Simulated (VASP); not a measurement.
# K3C (Pm-3m) in VASP: further runs

The runs below take K3C through single point, relaxation of cell and atoms, with PBE.

All numbers are computed with VASP 6.6.1; they aren't measurements. Logs are shortened: lines on timing, memory, paths and dates and some standing lists are left out, and cuts for length are marked.

## Step 1: The cell of the first run

The structure is cubic, space group Pm-3m (No. 221). Conventional cell: a = 5.138 Å, b = 5.138 Å, c = 5.138 Å, α = 90.00°, β = 90.00°, γ = 90.00°. Within 4.8 Å of K (site symmetry 4/mmm) lie 8 K at 3.63 Å and 4 C at 3.63 Å. Within 4.8 Å of C (site symmetry m-3m) lie 12 K at 3.63 Å.

## Step 2: Single point, PBE

The input, INCAR:

```
  PREC = Accurate
  ENCUT = 520
  EDIFF = 1E-7
  ISMEAR = 0
  SIGMA = 0.1
  LREAL = False
  LASPH = True
  NELM = 100
  ALGO = Normal
  ISIF = 2
  LWAVE = False
  LCHARG = False
  GGA = PE
  NBANDS = 24
```

The input, KPOINTS:

```
Automatic mesh
0
Gamma
  10 10 10
```

The input, POSCAR:

```
K3C
1.0
    5.1378155767      0.0000000000      0.0000000000
    0.0000000000      5.1378155767      0.0000000000
    0.0000000000      0.0000000000      5.1378155767
K C
3 1
Direct
    0.0000000000      0.5000000000      0.5000000000
    0.5000000000      0.0000000000      0.5000000000
    0.5000000000      0.5000000000      0.0000000000
    0.0000000000      0.0000000000      0.0000000000
```

Potentials or basis: VASP PAW PBE potentials, release 64 (K_sv, C).

Started as:

```sh
$ cat potpaw_PBE.64/K_sv/POTCAR potpaw_PBE.64/C/POTCAR > POTCAR
$ mpirun -np 1 vasp_std > vasp.out
```

OUTCAR:

```text
PREC = Accurate
   ENCUT = 520
   EDIFF = 1E-7
   ISMEAR = 0
   LREAL = False
   LASPH = True
   NELM = 100
   ISIF = 2
   GGA = PE

 ion  position               nearest neighbor table
   1  0.000  0.500  0.500-   2 3.63   3 3.63   3 3.63   2 3.63   2 3.63   3 3.63   3 3.63   2 3.63

   2  0.500  0.000  0.500-   1 3.63   3 3.63   3 3.63   1 3.63   3 3.63   3 3.63   1 3.63   1 3.63

   3  0.500  0.500  0.000-   1 3.63   2 3.63   1 3.63   2 3.63   2 3.63   2 3.63   1 3.63   1 3.63

   4  0.000  0.000  0.000-

  LATTYP: Found a simple cubic cell.
 ALAT       =     5.1378155767

  Lattice vectors:

 A1 = (   5.1378155767,   0.0000000000,   0.0000000000)
 A2 = (   0.0000000000,   5.1378155767,   0.0000000000)
 A3 = (   0.0000000000,   0.0000000000,   5.1378155767)

Analysis of symmetry for initial positions (statically):
=====================================================================
 Subroutine PRICEL returns:
 Original cell was already a primitive cell.

 Routine SETGRP: Setting up the symmetry group for a
 simple cubic supercell.

 Subroutine GETGRP returns: Found 48 space group operations
 (whereof 48 operations were pure point group operations)
 out of a pool of 48 trial point group operations.

The static configuration has the point symmetry O_h .

Analysis of symmetry for dynamics (positions and initial velocities):
=====================================================================
 Subroutine PRICEL returns:
 Original cell was already a primitive cell.

 Routine SETGRP: Setting up the symmetry group for a
 simple cubic supercell.

 Subroutine GETGRP returns: Found 48 space group operations
 (whereof 48 operations were pure point group operations)
 out of a pool of 48 trial point group operations.

The dynamic configuration has the point symmetry O_h .

 Subroutine INISYM returns: Found 48 space group operations
 (whereof 48 operations are pure point group operations),
 and found     1 'primitive' translations

----------------------------------------------------------------------------------------

                                     Primitive cell

  volume of cell :     135.6237

  direct lattice vectors                    reciprocal lattice vectors
     5.137815577  0.000000000  0.000000000     0.194635246  0.000000000  0.000000000
     0.000000000  5.137815577  0.000000000     0.000000000  0.194635246  0.000000000
     0.000000000  0.000000000  5.137815577     0.000000000  0.000000000  0.194635246

  length of vectors
     5.137815577  5.137815577  5.137815577     0.194635246  0.194635246  0.194635246

  position of ions in fractional coordinates (direct lattice)
     0.000000000  0.500000000  0.500000000
     0.500000000  0.000000000  0.500000000
     0.500000000  0.500000000  0.000000000
     0.000000000  0.000000000  0.000000000

  ion indices of the primitive-cell ions
   primitive index   ion index
                 1           1
                 2           2
                 3           3
                 4           4

----------------------------------------------------------------------------------------

 KPOINTS: Automatic mesh

Automatic generation of k-mesh.
 Grid dimensions read from file:
 generate k-points for:   10   10   10

 Generating k-lattice:

  Cartesian coordinates                     Fractional coordinates (reciprocal lattice)
     0.019463525  0.000000000  0.000000000     0.100000000  0.000000000  0.000000000
     0.000000000  0.019463525  0.000000000     0.000000000  0.100000000  0.000000000
     0.000000000  0.000000000  0.019463525     0.000000000  0.000000000  0.100000000

  Length of vectors
     0.019463525  0.019463525  0.019463525

  Shift w.r.t. Gamma in fractional coordinates (k-lattice)
     0.000000000  0.000000000  0.000000000

 Subroutine IBZKPT returns following result:
 ===========================================

 Found     56 irreducible k-points:

 Following reciprocal coordinates:
            Coordinates               Weight
  0.000000  0.000000  0.000000      1.000000
[... 39 lines left out ...]
  energy-cutoff  :      520.00
  volume of cell :      135.62
 maximum number of plane-waves:      3743
 NGX is ok and might be reduce to    40
   NGX = 19   NGY = 19   NGZ = 19

 number of electron      31.0000008 magnetization

 Free energy of the ion-electron system (eV)
  ---------------------------------------------------
  ext. energy  EPLUGINS =         0.00000000
  ---------------------------------------------------
  free energy    TOTEN  =        -6.65789146 eV

  energy without entropy =       -6.61748954  energy(sigma->0) =       -6.63769050

 E-fermi :   1.0021     XC(G=0):  -7.4617

 val. band max:        1.0006548464   @ k =   0.5000   0.2000   0.1000
 cond. band min:       1.0031370366   @ k =   0.4000   0.2000   0.1000
 fundamental gap:      0.0024821902
 Fermi energy:         1.0020837074

 k-point     1 :       0.0000    0.0000    0.0000
  band No.  band energies     occupation
      1     -30.9072      2.00000
      2     -30.8062      2.00000
      3     -30.8062      2.00000
      4     -14.6615      2.00000
      5     -14.6615      2.00000
      6     -14.6615      2.00000
[... 16 lines left out ...]
     23       4.0820      0.00000
     24       6.5957      0.00000

 k-point     2 :       0.1000    0.0000    0.0000
  band No.  band energies     occupation
      1     -30.9050      2.00000
      2     -30.8084      2.00000
      3     -30.8062      2.00000
      4     -14.6559      2.00000
      5     -14.6559      2.00000
      6     -14.6532      2.00000
[... 16 lines left out ...]
     23       4.1296      0.00000
     24       6.4405      0.00000

 k-point     3 :       0.2000    0.0000    0.0000
  band No.  band energies     occupation
      1     -30.8987      2.00000
      2     -30.8146      2.00000
      3     -30.8061      2.00000
      4     -14.6405      2.00000
      5     -14.6405      2.00000
      6     -14.6293      2.00000
[... 16 lines left out ...]
     23       4.2638      0.00000
     24       6.0996      0.00000
[... 514 lines left out ...]
 k-point    23 :       0.2000    0.1000    0.1000
  band No.  band energies     occupation
      1     -30.8947      2.00000
      2     -30.8153      2.00000
      3     -30.8093      2.00000
      4     -14.6830      2.00000
      5     -14.6102      2.00000
      6     -14.5845      2.00000
[... 16 lines left out ...]
     23       4.3606      0.00000
     24       5.7749      0.00000

 k-point    24 :       0.3000    0.1000    0.1000
  band No.  band energies     occupation
      1     -30.8857      2.00000
      2     -30.8243      2.00000
      3     -30.8092      2.00000
      4     -14.6777      2.00000
      5     -14.5895      2.00000
      6     -14.5388      2.00000
[... 16 lines left out ...]
     23       4.6176      0.00000
     24       5.4659      0.00000

 [... further k-points ...]

------------------------ aborting loop because EDIFF is reached ----------------------------------------

  FORCE on cell =-STRESS in cart. coord.  units (eV):
  Direction    XX          YY          ZZ          XY          YZ          ZX
  --------------------------------------------------------------------------------------
  -------------------------------------------------------------------------------------
  Total        0.0078727      0.0078727      0.0078727     -0.0000000     -0.0000000      0.0000000
  in kB        0.0930028      0.0930028      0.0930028     -0.0000000     -0.0000000      0.0000000
  external PRESSURE =       0.0930028 kB  Pullay stress =       0.0000000 kB

 VOLUME and BASIS-vectors are now :
 -----------------------------------------------------------------------------
  energy-cutoff  :      520.00
  volume of cell :      135.62
      direct lattice vectors                 reciprocal lattice vectors
     5.137815577  0.000000000  0.000000000     0.194635246  0.000000000  0.000000000
     0.000000000  5.137815577  0.000000000     0.000000000  0.194635246  0.000000000
     0.000000000  0.000000000  5.137815577     0.000000000  0.000000000  0.194635246

 POSITION                                       TOTAL-FORCE (eV/Angst)
 -----------------------------------------------------------------------------------
      0.00000      2.56891      2.56891         0.000000      0.000000      0.000000
      2.56891      0.00000      2.56891         0.000000      0.000000      0.000000
      2.56891      2.56891      0.00000         0.000000      0.000000      0.000000
      0.00000      0.00000      0.00000         0.000000      0.000000      0.000000
 -----------------------------------------------------------------------------------
    total drift:                               -0.000000     -0.000000     -0.000000

  FREE ENERGIE OF THE ION-ELECTRON SYSTEM (eV)
  ---------------------------------------------------
  free  energy   TOTEN  =        -6.6578914601 eV

  energy  without entropy=       -6.6174895360  energy(sigma->0) =       -6.63769050
```

It took 2.7 min on 1 thread of Intel Xeon Platinum 8488C (Sapphire Rapids), shared host; peak memory 0.33 GiB.

Results:

```yaml
Free_energy: -6.6579 eV
Pressure: 0.0 GPa
```

Levels at points of the mesh, in eV from the Fermi level:
```csv
k point,band 12,band 13,band 14,band 15,band 16,band 17,band 18,band 19
"(0.00, 0.00, 0.00)",-15.16,-7.86,-1.41,0.22,0.22,0.22,1.99,2.37
"(0.50, 0.00, 0.00)",-15.18,-7.75,-1.49,0.06,0.06,0.42,1.68,3.45
"(0.50, 0.50, 0.00)",-15.07,-7.71,-0.76,-0.76,0.00,0.48,2.84,2.84
"(0.50, 0.50, 0.50)",-15.07,-7.73,-0.24,-0.24,-0.24,1.44,1.44,1.44
```

## Step 3: Relaxation of cell and atoms, PBE

This run uses another cell than the first one, of 33.26 Å³/atom, 0.981 times its volume.

The input, INCAR:

```
SYSTEM = K3C
ALGO = Normal
EDIFF = 1E-6
EDIFFG = -0.01
ENCUT = 600
GGA = PE
IBRION = 2
ISIF = 3
ISMEAR = 0
LASPH = .True.
LCHARG = .False.
LREAL = .False.
LWAVE = .False.
NELM = 100
NSW = 100
PREC = Accurate
SIGMA = 0.1
```

The input, KPOINTS:

```
k-points
0
Gamma
  10 10 10
  0 0 0
```

The input, POSCAR:

```
K3C
1.0
    5.1049891921      0.0000000000      0.0000000000
    0.0000000000      5.1049891921      0.0000000000
    0.0000000000      0.0000000000      5.1049891921
K C
3 1
Direct
    0.0000000000      0.5000000000      0.5000000000
    0.5000000000      0.0000000000      0.5000000000
    0.5000000000      0.5000000000      0.0000000000
    0.0000000000      0.0000000000      0.0000000000
```

Potentials or basis: VASP PAW PBE potentials, release 64 (K_sv, C).

Started as:

```sh
$ cat potpaw_PBE.64/K_sv/POTCAR potpaw_PBE.64/C/POTCAR > POTCAR
$ mpirun -np 1 vasp_std > vasp.out
```

It took 6.2 min on 1 thread of Intel Xeon Platinum 8488C (Sapphire Rapids), shared host; peak memory 0.37 GiB.

Results (log left out):

- Free energy: -6.6582 eV
- Relaxed volume: 33.98 Å³/atom
- Relaxed cell: a = 5.142 Å, b = 5.142 Å, c = 5.142 Å, α = 90.00°, β = 90.00°, γ = 90.00°
- Space group after relaxing (to 0.05 Å): Pm-3m (No. 221)
- Energy gained by relaxing: 0.4 meV/atom
- Ionic steps: 3
- Pressure after relaxing: 0.0 GPa

The path:
```
step  energy change (eV)  largest force (eV/Å)  pressure (GPa)  volume (Å³)
   1              0.0000                0.0000            0.18       133.04
   2             -0.0007                0.0000            0.14       133.78
   3             -0.0016                0.0000            0.00       135.92
```

Final structure:
```cif
data_structure
_symmetry_space_group_name_H-M 'P 1'
_symmetry_Int_Tables_number 1
_cell_length_a 5.1416
_cell_length_b 5.1416
_cell_length_c 5.1416
_cell_angle_alpha 90.000
_cell_angle_beta 90.000
_cell_angle_gamma 90.000
_cell_volume 135.92
loop_
_atom_site_label
_atom_site_type_symbol
_atom_site_fract_x
_atom_site_fract_y
_atom_site_fract_z
_atom_site_occupancy
K1 K 0.00000 0.50000 0.50000 1
K2 K 0.50000 0.00000 0.50000 1
K3 K 0.50000 0.50000 0.00000 1
C1 C 0.00000 0.00000 0.00000 1
```

Levels at points of the mesh, in eV from the Fermi level:
| k point | band 11 | band 12 | band 13 | band 14 | band 15 | band 16 | band 17 | band 18 | band 19 |
| --- | --- | --- | --- | --- | --- | --- | --- | --- | --- |
| (0.00, 0.00, 0.00) | -15.16 | -15.16 | -7.86 | -1.41 | 0.22 | 0.22 | 0.22 | 1.99 | 2.37 |
| (0.50, 0.00, 0.00) | -15.18 | -15.18 | -7.75 | -1.49 | 0.06 | 0.06 | 0.42 | 1.67 | 3.45 |
| (0.50, 0.50, 0.00) | -15.27 | -15.07 | -7.71 | -0.76 | -0.76 | 0.00 | 0.48 | 2.84 | 2.84 |
| (0.50, 0.50, 0.50) | -15.07 | -15.07 | -7.73 | -0.24 | -0.24 | -0.24 | 1.44 | 1.44 | 1.44 |

## Step 4: Single point, PBE

This run uses another cell than the first one, of 33.26 Å³/atom, 0.981 times its volume.

The input, INCAR:

```
SYSTEM = K3C
PREC = Accurate
ENCUT = 520
EDIFF = 1E-6
ISMEAR = 0
SIGMA = 0.1
LREAL = .False.
LASPH = .True.
NELM = 100
ALGO = Normal
ISIF = 2
LWAVE = .False.
LCHARG = .False.
GGA = PE
NBANDS = 24
```

The input, KPOINTS:

```
Automatic mesh
0
Gamma
  4 4 4
  0 0 0
```

POSCAR is that of step 3.

Started as:

```sh
$ cat potpaw_PBE.64/K_sv/POTCAR potpaw_PBE.64/C/POTCAR > POTCAR
$ mpirun -np 1 vasp_std > vasp.out
```

Wall time 42 s (1 thread of Intel Xeon Platinum 8488C (Sapphire Rapids), shared host); peak memory 0.24 GiB.

Results (log left out):

- Free energy: -6.6761 eV
- Pressure: 0.1 GPa

Levels at points of the mesh, in eV from the Fermi level:
```
           k point  band 11  band 12  band 13  band 14  band 15  band 16  band 17  band 18  band 19  band 20
(0.00, 0.00, 0.00)   -15.15   -15.15    -7.89    -1.41     0.21     0.21     0.21     2.00     2.36     2.36
(0.50, 0.00, 0.00)   -15.18   -15.18    -7.77    -1.51     0.04     0.04     0.40     1.74     3.45     3.49
(0.50, 0.50, 0.00)   -15.27   -15.06    -7.73    -0.79    -0.79    -0.03     0.51     2.87     2.87     3.27
(0.50, 0.50, 0.50)   -15.06   -15.06    -7.75    -0.25    -0.25    -0.25     1.45     1.45     1.45     1.83
```

## Step 5: Relaxation of cell and atoms, PBE

This run uses another cell than the first one, of 25.18 Å³/atom, 0.743 times its volume.

The input, INCAR:

```
SYSTEM = K3C
PREC = Accurate
ENCUT = 600
EDIFF = 1E-6
ISMEAR = 0
SIGMA = 0.1
LREAL = .FALSE.
LASPH = .TRUE.
NELM = 100
ALGO = Normal
ISIF = 3
LWAVE = .FALSE.
LCHARG = .FALSE.
GGA = PE
IBRION = 2
NSW = 90
EDIFFG = -0.04
```

The input, KPOINTS:

```
regular mesh
0
G
  4 4 4
  0 0 0
```

The input, POSCAR:

```
K3C
1.0
    4.6527693200      0.0000000000      0.0000000000
    0.0000000000      4.6527693200      0.0000000000
    0.0000000000      0.0000000000      4.6527693200
K C
3 1
Direct
    0.0000000000      0.5000000000      0.5000000000
    0.5000000000      0.0000000000      0.5000000000
    0.5000000000      0.5000000000      0.0000000000
    0.0000000000      0.0000000000      0.0000000000
```

Started as:

```sh
$ cat potpaw_PBE.64/K_sv/POTCAR potpaw_PBE.64/C/POTCAR > POTCAR
$ mpirun -np 1 vasp_std > vasp.out
```

Run time: 1.7 min. Hardware: 1 thread of Intel Xeon Platinum 8488C (Sapphire Rapids), shared host; peak memory 0.25 GiB.

Results (log left out):

```
Free energy                            : -6.6711 eV
Relaxed volume                         : 33.46 Å³/atom
Relaxed cell                           : a = 5.115 Å, b = 5.115 Å, c = 5.115 Å, α = 90.00°, β = 90.00°, γ = 90.00°
Space group after relaxing (to 0.05 Å) : Pm-3m (No. 221)
Energy gained by relaxing              : 88.8 meV/atom
Ionic steps                            : 4
Pressure after relaxing                : 0.1 GPa
```

Step by step:
| step | energy change (eV) | largest force (eV/Å) | pressure (GPa) | volume (Å³) |
| --- | --- | --- | --- | --- |
| 1 | 0.0000 | 0.0000 | 4.16 | 100.72 |
| 2 | -0.1990 | 0.0000 | 2.41 | 110.57 |
| 3 | -0.3491 | 0.0000 | 0.38 | 129.30 |
| 4 | -0.3553 | 0.0000 | 0.06 | 133.83 |

Final structure:
```yaml
crystal:
  lattice:
    - [5.11505, 0.00000, 0.00000]
    - [0.00000, 5.11505, 0.00000]
    - [0.00000, 0.00000, 5.11505]
  atoms:
    - { symbol: K, position: [0.00000, 0.50000, 0.50000] }
    - { symbol: K, position: [0.50000, 0.00000, 0.50000] }
    - { symbol: K, position: [0.50000, 0.50000, 0.00000] }
    - { symbol: C, position: [0.00000, 0.00000, 0.00000] }
```

Levels at points of the mesh, in eV from the Fermi level:
```
           k point  band 12  band 13  band 14  band 15  band 16  band 17  band 18  band 19
(0.00, 0.00, 0.00)   -15.16    -7.89    -1.42     0.20     0.20     0.20     1.99     2.36
(0.50, 0.00, 0.00)   -15.18    -7.77    -1.51     0.04     0.04     0.40     1.71     3.49
(0.50, 0.50, 0.00)   -15.07    -7.73    -0.78    -0.78    -0.03     0.50     2.86     2.86
(0.50, 0.50, 0.50)   -15.07    -7.75    -0.25    -0.25    -0.25     1.44     1.44     1.44
```

Caveat: the volume moved by over 15 % at a fixed basis, so the end points are rough.

## Step 6: Single point, PBE

This run uses another cell than the first one, of 25.18 Å³/atom, 0.743 times its volume.

The input, INCAR:

```
SYSTEM = K3C
PREC     = Accurate       ! precision mode
ENCUT    = 600            ! plane-wave cutoff, eV
EDIFF    = 1E-6           ! SCF threshold, eV
ISMEAR   = 0              ! smearing method
SIGMA    = 0.1            ! smearing width, eV
LREAL    = .FALSE.        ! projectors in reciprocal space
LASPH    = .TRUE.         ! aspherical terms in the spheres
NELM     = 120            ! most SCF steps
ALGO     = Normal         ! electronic algorithm
ISIF     = 2              ! what is computed and relaxed
LWAVE    = .FALSE.        ! write WAVECAR
LCHARG   = .FALSE.        ! write CHGCAR
GGA      = PE             ! functional
NBANDS   = 24             ! bands
GGA_COMPAT= .FALSE.
```

The input, KPOINTS:

```
Automatic mesh
0
G
  4 4 4
  0 0 0
```

POSCAR is that of step 5.

Potentials or basis: VASP PAW PBE potentials, release 64 (K_sv, C).

Started as:

```sh
$ cat potpaw_PBE.64/K_sv/POTCAR potpaw_PBE.64/C/POTCAR > POTCAR
$ mpirun -np 1 vasp_std > vasp.out
```

It took 50 s on 1 thread of Intel Xeon 8259CL, shared host; peak memory 0.24 GiB.

It converged, with:

```yaml
Free_energy: -6.3159 eV
Pressure: 4.2 GPa
```

Levels at points of the mesh, in eV from the Fermi level:
```csv
k point,band 13,band 14,band 15,band 16,band 17,band 18,band 19,band 20
"(0.00, 0.00, 0.00)",-7.96,-1.29,0.45,0.45,0.45,2.37,2.37,2.54
"(0.50, 0.00, 0.00)",-7.67,-1.50,0.07,0.07,0.37,3.16,3.42,3.80
"(0.50, 0.50, 0.00)",-7.60,-0.78,-0.78,-0.15,1.26,3.35,3.35,3.69
"(0.50, 0.50, 0.50)",-7.72,-0.09,-0.09,-0.09,1.69,1.69,1.69,3.09
```

## Step 7: The runs side by side

| task | cell | k mesh | cutoff (eV) | gap on the mesh (eV) | pressure (GPa) | relaxed volume (Å³/atom) |
| --- | --- | --- | --- | --- | --- | --- |
| single point | a = 5.138 Å, 4 atoms | 10 × 10 × 10 | 520 | none | 0.0 | - |
| relaxation of cell and atoms | relaxed from a = 5.105 Å, 4 atoms | 10 × 10 × 10 | 600 | none | 0.0 | 33.98 |
| single point | a = 5.105 Å, 4 atoms | 4 × 4 × 4 | 520 | none | 0.1 | - |
| relaxation of cell and atoms | relaxed from a = 4.653 Å, 4 atoms | 4 × 4 × 4 | 600 | none | 0.1 | 33.46 |
| single point | a = 4.653 Å, 4 atoms | 4 × 4 × 4 | 600 | none | 4.2 | - |

Alike in all rows: level PBE; potentials or basis VASP PAW PBE potentials, release 64 (K_sv, C); no spin polarisation; smearing gaussian 0.1 eV.

Caveats: the volume moved by over 15 % at a fixed basis, so the end points are rough (some runs).

Absolute energies hang on the potentials; compare differences alone.
